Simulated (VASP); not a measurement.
# Be16Cl in VASP: notebook

Runs on Be16Cl. Level: PBE+D3(BJ). Tasks: single point.

Everything below comes from runs of VASP 6.6.1. Logs are shortened: lines on timing, memory, paths and dates and some standing lists are left out, and cuts for length are marked.

## 1. The cell of the first run

The cell holds a slab with vacuum, 17 atoms: a = 4.580 Å, b = 4.580 Å, c = 16.383 Å, α = 90.00°, β = 90.00°, γ = 60.00°.

## 2. Single point, PBE+D3(BJ)

Input file INCAR:

```
SYSTEM = Be16Cl
PREC = Accurate
ENCUT = 520
EDIFF = 1E-7
ISMEAR = 0
SIGMA = 0.05
LREAL = Auto
LASPH = .True.
NELM = 80
ALGO = Normal
ISIF = 2
LWAVE = .False.
LCHARG = .True.
GGA = PE
IVDW = 12
LELF = .True.
LVHAR = .True.
NBANDS = 34
```

Input file KPOINTS:

```
Automatic mesh
0
Gamma
  5 5 1
  0 0 0
```

Input file POSCAR:

```
Be16Cl
1.0
    4.5800000000      0.0000000000      0.0000000000
    2.2900000000      3.9663960000      0.0000000000
    0.0000000000      0.0000000000     16.3826450000
Be Cl
16 1
Direct
   -0.1666666667      0.3333333333      0.0610402044
    0.3333333333      0.3333333333      0.0610402044
   -0.1666666667      0.8333333333      0.0610402044
    0.3333333333      0.8333333333      0.0610402044
   -0.0012972251      0.0019647559      0.1730064956
    0.5002620174      0.0005213801      0.1712480494
   -0.0008634555      0.4993028936      0.1722565556
    0.5018349695      0.4987706724      0.1730688787
   -0.1663153328      0.3337909276      0.2843252112
    0.3397149818      0.3284150145      0.2812341353
   -0.1718769761      0.8400207644      0.2811969618
    0.3324499036      0.8324438609      0.2787038967
    0.0094677425     -0.0115245679      0.3984007466
    0.4941372267     -0.0056958508      0.3849248397
    0.0074880639      0.5079291125      0.3829669141
    0.4887468294      0.5091818870      0.3986472270
    0.7389555812      0.2384565233      0.5028156931
```

Potentials or basis: VASP PAW PBE potentials, release 64 (Be, Cl).

Launch:

```console
$ cat potpaw_PBE.64/Be/POTCAR potpaw_PBE.64/Cl/POTCAR > POTCAR
$ mpirun -np 1 vasp_std > vasp.out
```

OUTCAR:

```text
SYSTEM = Be16Cl
   PREC = Accurate
   ENCUT = 520
   EDIFF = 1E-7
   ISMEAR = 0
   LREAL = Auto
   LASPH = .True.
   NELM = 80
   ISIF = 2
   GGA = PE
   IVDW = 12
 IVDW          = 12

 ion  position               nearest neighbor table
   1  0.833  0.333  0.061-   7 2.25   5 2.26   8 2.26   3 2.29   3 2.29   4 2.29   4 2.29   2 2.29
                             2 2.29
   2  0.333  0.333  0.061-   6 2.24   7 2.25   8 2.26   4 2.29   3 2.29   4 2.29   3 2.29   1 2.29
                             1 2.29
   3  0.833  0.833  0.061-   6 2.24   7 2.25   5 2.26   1 2.29   1 2.29   2 2.29   2 2.29   4 2.29
                             4 2.29
   4  0.333  0.833  0.061-   6 2.24   5 2.26   8 2.26   2 2.29   1 2.29   2 2.29   1 2.29   3 2.29
                             3 2.29
   5  0.999  0.002  0.173-  12 2.18  11 2.21   9 2.25   1 2.26   3 2.26   4 2.26   8 2.28   7 2.28
                             6 2.29   6 2.29   7 2.30   8 2.30
   6  0.500  0.001  0.171-  12 2.21  11 2.22  10 2.22   2 2.24   3 2.24   4 2.24   8 2.29   5 2.29
                             7 2.29   7 2.29   5 2.29   8 2.29
   7  0.999  0.499  0.172-  11 2.24  10 2.24   1 2.25   3 2.25   2 2.25   9 2.26   5 2.28   8 2.28
                             6 2.29   6 2.29   8 2.30   5 2.30
   8  0.502  0.499  0.173-  12 2.18  10 2.21   9 2.25   1 2.26   2 2.26   4 2.26   5 2.28   7 2.28
                             6 2.29   6 2.29   7 2.30   5 2.30
   9  0.834  0.334  0.284-  15 2.13   8 2.25   5 2.25   7 2.26  11 2.27  10 2.28  12 2.29  12 2.29
                            10 2.31  11 2.31  13 2.32  16 2.32
  10  0.340  0.328  0.281-  15 2.13  14 2.16   8 2.21   6 2.22  11 2.24   7 2.24   9 2.28  12 2.29
                            12 2.29   9 2.31  16 2.33  11 2.34
  11  0.828  0.840  0.281-  15 2.13  14 2.16   5 2.21   6 2.22  10 2.24   7 2.24   9 2.27  12 2.29
                            12 2.29   9 2.31  13 2.32  10 2.34
  12  0.332  0.832  0.279-  14 2.16   8 2.18   5 2.18   6 2.21  11 2.29  10 2.29   9 2.29   9 2.29
                            10 2.29  11 2.29  13 2.34  16 2.35
  13  0.009  0.988  0.398-  17 2.09  16 2.20  15 2.22  14 2.24   9 2.32  11 2.32  12 2.34  14 2.36
                            16 2.38
  14  0.494  0.994  0.385-  10 2.16  11 2.16  12 2.16  13 2.24  16 2.25  15 2.29  15 2.29  16 2.36
                            13 2.36
  15  0.007  0.508  0.383-   9 2.13  10 2.13  11 2.13  13 2.22  16 2.22  14 2.29  14 2.29  16 2.39

  16  0.489  0.509  0.399-  17 2.08  13 2.20  15 2.22  14 2.25   9 2.32  10 2.33  12 2.35  14 2.36
                            13 2.38  15 2.39
  17  0.739  0.238  0.503-  16 2.08  13 2.09

  LATTYP: Found a hexagonal cell.
 ALAT       =     4.5799996975
 C/A-ratio  =     3.5769969612

  Lattice vectors:

 A1 = (  -2.2900000000,  -3.9663960000,   0.0000000000)
 A2 = (   4.5800000000,   0.0000000000,   0.0000000000)
 A3 = (   0.0000000000,   0.0000000000,  16.3826450000)

Analysis of symmetry for initial positions (statically):
=====================================================================
[... 157 lines left out ...]
   ISMEAR =     0;   SIGMA  =   0.05  broadening in eV -4-tet -1-fermi 0-gaus
   EFERMI_NEDOS =   21; number of points for ismear=-14 and -15
   IALGO  =     38    algorithm
   IMIX   =      4    mixing-type and parameters
     AMIX     =   0.40;   BMIX     =  1.00
     AMIX_MAG =   1.60;   BMIX_MAG =  1.00
  volume/ion in A,a.u.               =      17.51       118.14
  Fermi-wavevector in a.u.,A,eV,Ry     =   0.831536  1.571376  9.407782  0.691453
  Thomas-Fermi vector in A             =   1.944440
   LORBIT       =      0    0 simple, 1 ext, 2 COOP (PROOUT), +10 PAW based schemes
   GGA     = PE    functional components
   LHFCALC =     F    Hartree Fock is set to
   AEXX    =    0.0000 exact exchange contribution
   IVDW    =    12    specifies the selected vdW correction
   LEPSILON=     F    determine dielectric tensor
   LRPA    =     F    only Hartree local field effects (RPA)
 non-spin polarized calculation
 Gauss-broadening in eV      SIGMA  =   0.05
  energy-cutoff  :      520.00
  volume of cell :      297.61
 maximum number of plane-waves:      8057
 NGX is ok and might be reduce to    36
   NGX = 17   NGY = 17   NGZ = 61

 number of electron      39.0000000 magnetization

 Free energy of the ion-electron system (eV)
  ---------------------------------------------------
  ext. energy  EPLUGINS =         0.00000000
  ---------------------------------------------------
  free energy    TOTEN  =       -59.39402949 eV

  energy without entropy =      -59.38423049  energy(sigma->0) =      -59.38912999

 E-fermi :   0.6415     XC(G=0):  -6.3592

 val. band max:        0.6240718257   @ k =  -0.4000   0.2000   0.0000
 cond. band min:       0.6610290820   @ k =   0.0000   0.2000   0.0000
 fundamental gap:      0.0369572563
 Fermi energy:         0.6415017716

 k-point     1 :       0.0000    0.0000    0.0000
  band No.  band energies     occupation
      1     -15.8281      2.00000
      2      -9.6346      2.00000
      3      -8.1885      2.00000
      4      -6.2423      2.00000
      5      -4.8347      2.00000
      6      -4.0028      2.00000
[... 431 lines left out ...]
     30       6.1347      0.00000
     31       6.5254      0.00000
 [bands above 31 left out]

------------------------ aborting loop because EDIFF is reached ----------------------------------------

 Edisp (eV)   -4.32415

 E8    (eV) :    -1.5505

  FORCE on cell =-STRESS in cart. coord.  units (eV):
  Direction    XX          YY          ZZ          XY          YZ          ZX
  --------------------------------------------------------------------------------------
  -------------------------------------------------------------------------------------
  Total     -12.00459   -12.09770     0.03501     0.08632     0.00456     0.00087
  in kB     -64.62676   -65.12801     0.18847     0.46468     0.02457     0.00466
  external pressure =      -43.19 kB  Pullay stress =        0.00 kB

 VOLUME and BASIS-vectors are now :
 -----------------------------------------------------------------------------
  energy-cutoff  :      520.00
  volume of cell :      297.61
      direct lattice vectors                 reciprocal lattice vectors
     4.580000000  0.000000000  0.000000000     0.218340611 -0.126059022  0.000000000
     2.290000000  3.966396000  0.000000000     0.000000000  0.252118044  0.000000000
     0.000000000  0.000000000 16.382645000     0.000000000  0.000000000  0.061040204

 POSITION                                       TOTAL-FORCE (eV/Angst)
 -----------------------------------------------------------------------------------
      4.58000      1.32213      1.00000        -0.095471     -0.053324      0.091569
      2.29000      1.32213      1.00000         0.106156      0.006478     -0.041937
      5.72500      3.30533      1.00000         0.056758      0.089797     -0.043880
      3.43500      3.30533      1.00000        -0.068525     -0.040248     -0.028913
      4.57856      0.00779      2.83430        -0.001851     -0.000318      0.002269
      2.29239      0.00207      2.80550         0.002911     -0.000332     -0.000935
[... 9 lines left out ...]
      3.40449      2.01962      6.53090        -0.000535      0.005918     -0.004136
      3.93048      0.94581      8.23745        -0.000030     -0.001459      0.005353
 -----------------------------------------------------------------------------------
    total drift:                                0.000146     -0.000170      0.002860

  FREE ENERGIE OF THE ION-ELECTRON SYSTEM (eV)
  ---------------------------------------------------
  free  energy   TOTEN  =       -63.7181785734 eV

  energy  without entropy=      -63.7083795754  energy(sigma->0) =      -63.71327907
```

Wall time 3 min (1 thread of Intel Xeon 6975P-C (Granite Rapids), shared host); peak memory 0.41 GiB.

Results:

```
Free energy                : -63.7182 eV
Largest force              : 0.143 eV/Å
Band gap on the k mesh     : zero (an odd number of electrons rules out a gap without spin polarisation)
Dispersion energy per atom : -0.254 eV
```

Forces in eV/Å, atoms in the order of the input:
```
Be  -0.095 -0.053  0.092
Be   0.106  0.006 -0.042
Be   0.057  0.090 -0.044
Be  -0.069 -0.040 -0.029
Be  -0.002  0.000  0.002
Be   0.003  0.000 -0.001
Be   0.000 -0.001  0.002
Be   0.000 -0.002 -0.004
Be  -0.003 -0.002  0.000
Be   0.002 -0.001 -0.004
Be   0.002 -0.001 -0.003
Be   0.000  0.001 -0.002
Be  -0.003  0.007  0.015
Be   0.004 -0.001  0.011
Be  -0.001 -0.007  0.007
Be  -0.001  0.006 -0.004
Cl   0.000 -0.001  0.005
```

Levels at points of the mesh, in eV from the Fermi level:
```tsv
k point	band 16	band 17	band 18	band 19	band 20	band 21	band 22	band 23	band 24	band 25
(0.00, 0.00, 0.00)	-2.28	-1.96	-1.91	-1.87	-1.74	-0.35	2.46	2.53	2.69	2.72
```

Caveat: an odd number of electrons without spin polarisation forces a metal; a magnetic or distorted state may lie lower.

[end of part 1 of 2]
